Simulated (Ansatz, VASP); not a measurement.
**One calculation of GaN, two programs**

```xyz
4
Lattice="3.3070 0.0000 0.0000 -1.6535 2.8639 0.0000 0.0000 0.0000 5.3853" Properties=species:S:1:pos:R:3 pbc="T T T"
Ga    0.0000    1.9093   -0.0057
Ga    1.6535    0.9546    2.6870
N     0.0000    1.9093    2.0252
N     1.6535    0.9546    4.7178
```

Change from the starting cell: hydrostatic strain +3.9%.

Alike in both runs: task single point; functional PBE; k mesh 12 × 12 × 6; occupations fermi-dirac, width 0.02 eV; no spin polarisation.

|  | VASP | Ansatz |
| --- | --- | --- |
| version | VASP 6.6.1 | Ansatz 0.2.0 |
| potentials or method | VASP PAW PBE potentials, release 64 (Ga_d, N) | plane waves, PAW |
| plane-wave cutoff (eV) | 520 | 420 |
| valence electrons in the cell | 36 | 36 |

|  | VASP | Ansatz | Ansatz less VASP |
| --- | --- | --- | --- |
| gap on the k mesh at the Fermi level (eV) | 1.18 | 1.18 | -0.001 |
| pressure (GPa) | -11.4 | -11.6 | -0.28 |
| traceless stress, the component that is largest in VASP (GPa) | 0.10 | 0.09 | -0.010 |

The functional is the same, so the differences come from potentials, cutoffs and numerics.
